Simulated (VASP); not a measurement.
# CoGe3 (Pm-3m) in VASP: single point with PBE

Aim: the single point of CoGe3 with PBE.

Everything below comes from runs of VASP 6.6.1. Logs are shortened: lines on timing, memory, paths and dates and some standing lists are left out, and cuts for length are marked.

### 1 The cell of the first run

The structure is cubic, space group Pm-3m (No. 221). The conventional cell has a = 3.992 Å, b = 3.992 Å, c = 3.992 Å, α = 90.00°, β = 90.00°, γ = 90.00°. Within 3.7 Å of Ge (site symmetry 4/mmm) lie 8 Ge at 2.82 Å and 4 Co at 2.82 Å. Within 3.7 Å of Co (site symmetry m-3m) lie 12 Ge at 2.82 Å.

### 2 Single point, PBE, collinear spin, antiferromagnetic start

File INCAR:

```
PREC = Accurate ; ENCUT = 520
EDIFF = 1E-6 ; ISMEAR = 0
SIGMA = 0.1 ; LREAL = False
LASPH = True ; NELM = 150
ALGO = Fast ; ISIF = 2
LWAVE = False ; LCHARG = True
ISPIN = 2 ; MAGMOM = 0 0 0 0 0 0 2 -2
LORBIT = 11 ; LMAXMIX = 4
GGA = PE ; LELF = True
LVHAR = True ; NBANDS = 65
```

File KPOINTS:

```
Automatic mesh
0
Gamma
  10 10 5
```

File POSCAR:

```
CoGe3
1.0
    3.9922210267      0.0000000000      3.9922210267
    0.0000000000      3.9922210267      3.9922210267
    0.0000000000      0.0000000000      7.9844420534
Ge Co
6 2
Direct
    1.0000000000      0.5000000000      0.0000000000
    0.5000000000      1.0000000000      0.0000000000
    0.5000000000      0.5000000000      0.5000000000
    1.0000000000      0.5000000000      0.5000000000
    0.5000000000      1.0000000000      0.5000000000
    0.5000000000      0.5000000000      0.0000000000
    1.0000000000      1.0000000000      0.0000000000
    1.0000000000      1.0000000000      0.5000000000
```

Potentials or basis: VASP PAW PBE potentials, release 64 (Ge_d, Co).

Started as:

```sh
$ cat potpaw_PBE.64/Ge_d/POTCAR potpaw_PBE.64/Co/POTCAR > POTCAR
$ mpirun -np 1 vasp_std > vasp.out
```

OUTCAR:

```text
PREC = Accurate
   ENCUT = 520
   EDIFF = 1E-6
   ISMEAR = 0
   LREAL = False
   LASPH = True
   NELM = 150
   ISIF = 2
   ISPIN = 2
   LORBIT = 11
   GGA = PE

 ion  position               nearest neighbor table
   1  0.000  0.500  0.000-   6 2.82   7 2.82   3 2.82   5 2.82   8 2.82   2 2.82   7 2.82   8 2.82
                             2 2.82   3 2.82   6 2.82   5 2.82
   2  0.500  0.000  0.000-   6 2.82   7 2.82   3 2.82   4 2.82   8 2.82   1 2.82   3 2.82   6 2.82
                             1 2.82   7 2.82   8 2.82   4 2.82
   3  0.500  0.500  0.500-   4 2.82   5 2.82   1 2.82   2 2.82   7 2.82   2 2.82   5 2.82   8 2.82
                             1 2.82   4 2.82   8 2.82   7 2.82
   4  0.000  0.500  0.500-   3 2.82   8 2.82   2 2.82   6 2.82   7 2.82   5 2.82   7 2.82   8 2.82
                             3 2.82   5 2.82   6 2.82   2 2.82
   5  0.500  0.000  0.500-   3 2.82   8 2.82   1 2.82   6 2.82   7 2.82   3 2.82   4 2.82   6 2.82
                             4 2.82   7 2.82   8 2.82   1 2.82
   6  0.500  0.500  0.000-   1 2.82   2 2.82   4 2.82   5 2.82   8 2.82   2 2.82   5 2.82   7 2.82
                             1 2.82   4 2.82   7 2.82   8 2.82
   7  0.000  0.000  0.000-   1 2.82   2 2.82   3 2.82   4 2.82   5 2.82   1 2.82   4 2.82   6 2.82
                             2 2.82   5 2.82   6 2.82   3 2.82
   8  0.000  0.000  0.500-   4 2.82   5 2.82   1 2.82   2 2.82   6 2.82   1 2.82   3 2.82   4 2.82
                             2 2.82   3 2.82   5 2.82   6 2.82

  LATTYP: Found a face centered cubic cell.
 ALAT       =     7.9844420534

  Lattice vectors:

 A1 = (   3.9922210267,  -3.9922210267,   0.0000000000)
 A2 = (   3.9922210267,   0.0000000000,   3.9922210267)
 A3 = (   0.0000000000,  -3.9922210267,   3.9922210267)

Analysis of symmetry for initial positions (statically):
=====================================================================
 Subroutine PRICEL returns following result:

  LATTYP: Found a simple cubic cell.
 ALAT       =     3.9922210267
[... 12 lines left out ...]
 Subroutine GETGRP returns: Found 48 space group operations
 (whereof 48 operations were pure point group operations)
 out of a pool of 48 trial point group operations.

The static configuration has the point symmetry O_h .

Analysis of symmetry for dynamics (positions and initial velocities):
=====================================================================
 Subroutine PRICEL returns following result:

  LATTYP: Found a simple cubic cell.
 ALAT       =     3.9922210267
[... 12 lines left out ...]
 Subroutine GETGRP returns: Found 48 space group operations
 (whereof 48 operations were pure point group operations)
 out of a pool of 48 trial point group operations.

The dynamic configuration has the point symmetry O_h .

Analysis of structural, dynamic, and magnetic symmetry:
=====================================================================
 Subroutine PRICEL returns following result:

  LATTYP: Found a simple cubic cell.
 ALAT       =     3.9922210267
[... 12 lines left out ...]
 Subroutine GETGRP returns: Found 48 space group operations
 (whereof 48 operations were pure point group operations)
 out of a pool of 48 trial point group operations.

The overall configuration has the point symmetry O_h .

 Subroutine INISYM returns: Found 48 space group operations
 (whereof 48 operations are pure point group operations),
 and found     2 'primitive' translations

----------------------------------------------------------------------------------------

                                     Primitive cell

  volume of cell :      63.6273

  direct lattice vectors                    reciprocal lattice vectors
     0.000000000 -3.992221027  0.000000000     0.000000000 -0.250487133  0.000000000
     3.992221027  0.000000000  0.000000000     0.250487133  0.000000000  0.000000000
     0.000000000  0.000000000  3.992221027     0.000000000  0.000000000  0.250487133

  length of vectors
     3.992221027  3.992221027  3.992221027     0.250487133  0.250487133  0.250487133

  position of ions in fractional coordinates (direct lattice)
     0.500000000  0.000000000  0.500000000
     0.000000000  0.500000000  0.500000000
     0.500000000  0.500000000  0.000000000
     0.000000000  0.000000000  0.000000000

  ion indices of the primitive-cell ions
   primitive index   ion index
                 1           1
                 2           2
                 3           6
                 4           7

----------------------------------------------------------------------------------------

 KPOINTS: Automatic mesh

Automatic generation of k-mesh.
 Grid dimensions read from file:
[... 62 lines left out ...]
   LASPH  =      T    aspherical Exc in radial PAW
   ENCUT  =  520.0 eV  38.22 Ry    6.18 a.u.  10.50 10.50 14.85*2*pi/ulx,y,z
   NELM   =    150;   NELMIN=  2; NELMDL= -5     # of ELM steps
   EDIFF  = 0.1E-05   stopping-criterion for ELM
   LREAL  =      F    real-space projection
   EDIFFG = 0.1E-04   stopping-criterion for IOM
   NSW    =      0    number of steps for IOM
   IBRION =     -1    ionic relax: 0-MD 1-quasi-New 2-CG
   NFREE  =      0    steps in history (QN), initial steepest desc. (CG)
   ISIF   =      2    stress and relaxation
   ISYM   =      2    0-nonsym 1-usesym 2-fastsym
   POTIM  = 0.5000    time-step for ionic-motion
   TEBEG  =    0.0;   TEEND  =   0.0 temperature during run
   PSTRESS=    0.0 pullay stress
   NELECT =     102.0000    total number of electrons
   NUPDOWN=      -1.0000    fix difference up-down
   EMIN   =  10.00;   EMAX   =-10.00  energy-range for DOS
   EFERMI =   0.00;   METHOD = LEGACY
   ISMEAR =     0;   SIGMA  =   0.10  broadening in eV -4-tet -1-fermi 0-gaus
   EFERMI_NEDOS =   21; number of points for ismear=-14 and -15
   IALGO  =     68    algorithm
   IMIX   =      4    mixing-type and parameters
     AMIX     =   0.40;   BMIX     =  1.00
     AMIX_MAG =   1.60;   BMIX_MAG =  1.00
  volume/ion in A,a.u.               =      15.91       107.34
  Fermi-wavevector in a.u.,A,eV,Ry     =   1.520724  2.873751 31.464841  2.312601
  Thomas-Fermi vector in A             =   2.629536
   LORBIT       =     11    0 simple, 1 ext, 2 COOP (PROOUT), +10 PAW based schemes
   GGA     = PE    functional components
   LHFCALC =     F    Hartree Fock is set to
   AEXX    =    0.0000 exact exchange contribution
   IVDW    =     0    specifies the selected vdW correction
   LEPSILON=     F    determine dielectric tensor
   LRPA    =     F    only Hartree local field effects (RPA)
 spin polarized calculation
 RMM-DIIS sequential band-by-band and
 Gauss-broadening in eV      SIGMA  =   0.10
  energy-cutoff  :      520.00
  volume of cell :      127.25
 maximum number of plane-waves:      3479
 NGX is ok and might be reduce to    42
   NGX = 21   NGY = 21   NGZ = 29

 number of electron     102.0000003 magnetization      -0.0000000

 number of electron     102.0000003 magnetization       0.0000000

 Free energy of the ion-electron system (eV)
  ---------------------------------------------------
  ext. energy  EPLUGINS =         0.00000000
  ---------------------------------------------------
  free energy    TOTEN  =       -37.87228633 eV

  energy without entropy =      -37.83474813  energy(sigma->0) =      -37.85351723

 E-fermi :   8.0735     XC(G=0): -11.9601

 val. band max:        8.0571911125   @ k =   0.5000   0.0000   0.0000
 cond. band min:       8.0785366188   @ k =   0.5000   0.1000   0.0000
 fundamental gap:      0.0213455063
 Fermi energy:         8.0735162512

 spin component 1

 k-point     1 :       0.0000    0.0000    0.0000
  band No.  band energies     occupation
      1     -16.8323      1.00000
      2     -16.8319      1.00000
      3     -16.8319      1.00000
      4     -16.8319      1.00000
      5     -16.7835      1.00000
      6     -16.7835      1.00000
[... 1573 lines left out ...]
     62      13.3563      0.00000
     63      13.4170      0.00000

 [... further k-points ...]

 spin component 2

 k-point     1 :       0.0000    0.0000    0.0000
  band No.  band energies     occupation
      1     -16.8323      1.00000
      2     -16.8319      1.00000
      3     -16.8319      1.00000
      4     -16.8319      1.00000
      5     -16.7835      1.00000
      6     -16.7835      1.00000
[... 1573 lines left out ...]
     62      13.3563      0.00000
     63      13.4170      0.00000

 [... further k-points ...]

 [bands above 63 left out]

------------------------ aborting loop because EDIFF is reached ----------------------------------------

  FORCE on cell =-STRESS in cart. coord.  units (eV):
  Direction    XX          YY          ZZ          XY          YZ          ZX
  --------------------------------------------------------------------------------------
  -------------------------------------------------------------------------------------
  Total        0.3680415      0.3680415      0.3680415     -0.0000000      0.0000000      0.0000000
  in kB        4.6337607      4.6337607      4.6337607     -0.0000000      0.0000000      0.0000000
  external PRESSURE =       4.6337607 kB  Pullay stress =       0.0000000 kB

 VOLUME and BASIS-vectors are now :
 -----------------------------------------------------------------------------
  energy-cutoff  :      520.00
  volume of cell :      127.25
      direct lattice vectors                 reciprocal lattice vectors
     3.992221027  0.000000000  3.992221027     0.250487133  0.000000000  0.000000000
     0.000000000  3.992221027  3.992221027     0.000000000  0.250487133  0.000000000
     0.000000000  0.000000000  7.984442053    -0.125243567 -0.125243567  0.125243567

 POSITION                                       TOTAL-FORCE (eV/Angst)
 -----------------------------------------------------------------------------------
      0.00000      1.99611      1.99611        -0.000000      0.000000     -0.000000
      1.99611      0.00000      1.99611         0.000000     -0.000000      0.000000
      1.99611      1.99611      7.98444         0.000000      0.000000      0.000000
      0.00000      1.99611      5.98833        -0.000000     -0.000000      0.000000
      1.99611      0.00000      5.98833        -0.000000      0.000000     -0.000000
      1.99611      1.99611      3.99222         0.000000     -0.000000     -0.000000
      0.00000      0.00000      0.00000        -0.000000      0.000000      0.000000
      0.00000      0.00000      3.99222        -0.000000      0.000000      0.000000
 -----------------------------------------------------------------------------------
    total drift:                                0.000000      0.000000     -0.000000

  FREE ENERGIE OF THE ION-ELECTRON SYSTEM (eV)
  ---------------------------------------------------
  free  energy   TOTEN  =       -37.8722863336 eV

  energy  without entropy=      -37.8347481318  energy(sigma->0) =      -37.85351723

 total charge

# of ion       s       p       d       tot
------------------------------------------
    1        1.233   0.982  10.052  12.267
    2        1.233   0.982  10.052  12.267
    3        1.233   0.982  10.052  12.267
    4        1.233   0.982  10.052  12.267
    5        1.233   0.982  10.052  12.267
    6        1.233   0.982  10.052  12.267
    7        0.337   0.251   7.430   8.018
    8        0.337   0.251   7.430   8.018
--------------------------------------------------
tot          8.072   6.395  75.170  89.638

 magnetization (x)

# of ion       s       p       d       tot
------------------------------------------
    1        0.000   0.000   0.000   0.000
    2        0.000   0.000   0.000   0.000
    3        0.000   0.000   0.000   0.000
    4        0.000   0.000   0.000   0.000
    5        0.000   0.000   0.000   0.000
    6        0.000   0.000   0.000   0.000
    7        0.005   0.005   0.574   0.585
    8       -0.005  -0.005  -0.574  -0.585
--------------------------------------------------
tot         -0.000   0.000   0.000  -0.000
```

Wall time 28 min (1 thread of Oxide Virtual Turin-like, shared host); peak memory 0.56 GiB.

Results:

| Property | Result |
| --- | --- |
| Free energy | -37.8723 eV |
| Pressure | 0.5 GPa |
| Band gap on the k mesh | zero (filled and empty bands overlap) |
| Net moment | 0.00 μB per cell |
| Site moments | Ge +0.00; Co +0.58, -0.58 μB |
| Valence electrons inside the program's atomic spheres | Ge 12.27; Co 8.02 |

Levels at points of the mesh, in eV from the Fermi level:
Spin up:
| k point | band 48 | band 49 | band 50 | band 51 | band 52 | band 53 | band 54 | band 55 |
| --- | --- | --- | --- | --- | --- | --- | --- | --- |
| (0.00, 0.00, 0.00) | -0.76 | -0.75 | -0.17 | -0.17 | -0.15 | -0.15 | -0.15 | 0.48 |
| (0.50, 0.00, 0.00) | -0.50 | -0.50 | -0.02 | 0.36 | 0.36 | 0.42 | 0.66 | 0.71 |
Spin down:
```tsv
k point	band 48	band 49	band 50	band 51	band 52	band 53	band 54	band 55
(0.00, 0.00, 0.00)	-0.76	-0.75	-0.17	-0.17	-0.15	-0.15	-0.15	0.48
(0.50, 0.00, 0.00)	-0.50	-0.50	-0.02	0.36	0.36	0.42	0.66	0.71
```

Caveat: the antiferromagnetic order is the one typed at the start, and another may lie lower.

The gap in the log of VASP goes by the Fermi energy; the results here count the filled bands.